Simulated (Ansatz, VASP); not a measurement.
## TaN in VASP and in Ansatz

The input INCAR:

```
  PREC = Accurate
  ENCUT = 600
  EDIFF = 1E-6
  ISMEAR = 0
  SIGMA = 0.1
  LREAL = F
  LASPH = T
  NELM = 100
  ALGO = Normal
  ISIF = 3
  LWAVE = F
  LCHARG = F
  GGA = PS
  IVDW = 12
  IBRION = 2
  NSW = 100
  EDIFFG = -0.05
```

Contents of KPOINTS:

```
regular mesh
0
Gamma
  9 9 8
```

The input POSCAR:

```
TaN
1.0
    2.9300000000      0.0000000000      0.0000000000
   -1.4650000000      2.5374544000      0.0000000000
    0.0000000000      0.0000000000      2.8700000000
Ta N
1 1
Direct
    0.0000000000      0.0000000000      0.0000000000
    0.3333333000      0.6666667000      0.5000000000
```

Input for Ansatz:

```yaml
crystal:
  lattice:
    - [2.93, 0.0, 0.0]
    - [-1.465, 2.5374544, 0.0]
    - [0.0, 0.0, 2.87]
  atoms:
    - { symbol: Ta, position: [0.0, 0.0, 0.0] }
    - { symbol: "N", position: [0.3333333, 0.6666667, 0.5] }
basis:
  ecutwfc: 420
kpoints:
  mp_grid: { grid: [9, 9, 8] }
hamiltonian:
  xc: pbesol
  dispersion: d3bj
  pseudopotentials: { kind: paw, azcp: { folder: soft_1 } }
scf:
  occupations: { method: gaussian, width: 0.1 }
output:
  forces: true
  stress: true
  eigenvalues: true
relax:
  adjacent_minimum: "off"
  f_tol: 0.05
  max_steps: 80
  cell: { stress_tol: 0.5 }
```

Alike in both runs: task relaxation of cell and atoms; functional PBEsol; dispersion D3(BJ); k mesh 9 × 9 × 8; occupations gaussian, width 0.1 eV; no spin polarisation.

|  | VASP | Ansatz |
| --- | --- | --- |
| version | VASP 6.6.1 | Ansatz 0.2.0 |
| potentials or method | VASP PAW PBE potentials, release 64 (Ta_pv, N), cutoff 600 eV | scalar-relativistic, plane waves, PAW |
| valence electrons in the cell | 16 | 18 |

|  | VASP | Ansatz | Ansatz less VASP |
| --- | --- | --- | --- |
| gap on the k mesh at the Fermi level, each at its own relaxed structure (eV) | none | none | - |
| relaxed volume (Å³/atom) | 10.44 | 10.43 | -0.013 |
| relaxed cell length with the largest relative difference (Å) | 2.857 | 2.855 | -0.0018 |

VASP's potentials were made for PBE, not for PBEsol, and Ansatz warns of the same on its side. A gap of «none» marks a metal or a gap that the smearing closes. VASP's potentials hold 16 valence electrons a cell and Ansatz's 18, so a difference there can come from the potentials and not from the codes.

Neither program's run includes spin-orbit coupling.
